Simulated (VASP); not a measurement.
Here is a VASP 6.6.1 calculation.

INCAR

```
SYSTEM = S
ALGO = Fast ; EDIFF = 1E-7
EDIFFG = -0.005 ; ENCUT = 480
GGA = PS ; IBRION = 2
ISIF = 3 ; ISMEAR = 0
LASPH = .TRUE. ; LCHARG = .FALSE.
LREAL = .FALSE. ; LWAVE = .FALSE.
NELM = 100 ; NSW = 90
PREC = Accurate ; SIGMA = 0.02
```

Contents of KPOINTS:

```
k-points
0
G
  6 6 6
  0 0 0
```

The input POSCAR:

```
S
1.0
    7.8483716200      0.0000000000      0.0000000000
   -3.9241858100      6.7968892000      0.0000000000
    0.0000000000      0.0000000000      4.3718472700
S
9
Direct
    0.1074698100      0.1074698100      0.5000000000
    0.4497097800      0.6897898700      0.7335943500
    0.6897898700      0.4497097800      0.2664056500
    0.8925301900      0.0000000000      0.1666666700
    0.2400800900      0.5502902200      0.0669276800
    0.3102101300      0.7599199100      0.4002610200
    0.5502902200      0.2400800900      0.9330723200
    0.7599199100      0.3102101300      0.5997389800
    0.0000000000      0.8925301900      0.8333333300
```

Potentials or basis: VASP PAW PBE potentials, release 64 (S).

The run is started by

```console
$ cat potpaw_PBE.64/S/POTCAR > POTCAR
$ mpirun -np 1 vasp_std > vasp.out
```

Question: What does it give for the relaxed volume?

Answer: 23.98 Å³/atom.

Question: Estimate the space group after relaxing (to 0.1 Å).

Answer: P3_221 (No. 154).

Question: What does it give for the relaxed cell?

Answer: a = 7.565 Å, b = 7.565 Å, c = 4.356 Å, α = 90.00°, β = 90.00°, γ = 120.00°.

Step by step:
```
step  energy change (eV)  largest force (eV/Å)  pressure (GPa)  volume (Å³)
   1              0.0000                0.0938           -0.19       233.21
   3             -0.0057                0.0652           -0.39       230.83
   5             -0.0102                0.0411            0.06       227.35
   7             -0.0125                0.0511            0.15       225.70
   9             -0.0264                0.0523            0.14       217.76
  11             -0.0284                0.0645            0.20       214.12
  13             -0.0293                0.0393           -0.04       214.76
  15             -0.0295                0.0148            0.01       214.73
  17             -0.0295                0.0081           -0.02       214.79
  19             -0.0296                0.0206            0.04       214.58
  21             -0.0296                0.0255            0.05       214.51
  23             -0.0297                0.0245            0.05       214.46
  25             -0.0298                0.0204            0.04       214.26
  27             -0.0302                0.0389            0.01       213.46
  29             -0.0304                0.0134            0.04       213.22
  31             -0.0304                0.0122            0.02       213.31
  33             -0.0305                0.0138           -0.03       213.60
  35             -0.0307                0.0074            0.00       213.66
  37             -0.0309                0.0191            0.03       213.85
  39             -0.0310                0.0566           -0.10       214.80
  41             -0.0313                0.0106            0.02       214.44
  43             -0.0314                0.0100            0.03       214.60
  45             -0.0314                0.0635           -0.01       215.95
  47             -0.0317                0.0167           -0.02       215.51
  49             -0.0318                0.0153           -0.02       215.81
  51             -0.0319                0.0234            0.02       215.92
  53             -0.0321                0.0094            0.01       216.19
  55             -0.0323                0.0289           -0.08       216.52
  57             -0.0326                0.0264           -0.01       216.45
  59             -0.0326                0.0359            0.02       216.41
  61             -0.0326                0.0204            0.00       216.43
  63             -0.0328                0.0112           -0.03       216.30
  65             -0.0329                0.0074           -0.02       216.06
  67             -0.0329                0.0051            0.01       216.00
  69             -0.0329                0.0072            0.01       215.94
  71             -0.0330                0.0038           -0.01       215.86
```

Caveat: the PAW data sets were made with another functional, which shifts forces and pressure a little.
